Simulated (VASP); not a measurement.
Here is a VASP 6.6.1 calculation.

File INCAR:

```
SYSTEM = TiO2
  PREC = Accurate
  ENCUT = 520
  EDIFF = 1E-6
  ISMEAR = 0
  SIGMA = 0.02
  LREAL = .FALSE.
  LASPH = .TRUE.
  NELM = 150
  ALGO = Normal
  ISIF = 2
  LWAVE = .FALSE.
  LCHARG = .TRUE.
  LMAXMIX = 4
  LDAU = .TRUE.
  LDAUTYPE = 2
  LDAUL = 2 -1
  LDAUU = 4 0
  LDAUJ = 0 0
  LDAUPRINT = 1
  GGA = PE
  LELF = .TRUE.
  LVHAR = .TRUE.
  NBANDS = 33
```

KPOINTS

```
regular mesh
0
G
  8 8 8
  0 0 0
```

The input POSCAR:

```
TiO2
1.0
   -1.8974797695      1.8974797695      4.7987316322
    1.8974797695     -1.8974797695      4.7987316322
    1.8974797695      1.8974797695     -4.7987316322
Ti O
2 4
Direct
    0.0000000000      0.0000000000      0.0000000000
    0.7500000000      0.2500000000      0.5000000000
    0.2074374149      0.2074374149      0.0000000000
    0.9574374149      0.4574374149      0.5000000000
    0.5425625851      0.0425625851      0.5000000000
    0.7925625851      0.7925625851      0.0000000000
```

Potentials or basis: VASP PAW PBE potentials, release 64 (Ti_sv, O).

Command:

```bash
$ cat potpaw_PBE.64/Ti_sv/POTCAR potpaw_PBE.64/O/POTCAR > POTCAR
$ mpirun -np 1 vasp_std > vasp.out
```

Q: Estimate the largest force.

A: 0.164 eV/Å.

Q: Estimate the band gap on the k mesh.

A: 2.70 eV, indirect (least direct gap 3.01 eV).

Q: Predict the pressure.

A: 10.1 GPa.

Eigenvalues of the final occupation matrices:
```
    site  spin  trace               eigenvalues
site 1 d     1   0.81  0.10 0.10 0.11 0.25 0.25
site 1 d     2   0.81  0.10 0.10 0.11 0.25 0.25
site 2 d     1   0.81  0.10 0.10 0.11 0.25 0.25
site 2 d     2   0.81  0.10 0.10 0.11 0.25 0.25
```

 A k mesh can miss the band edges.
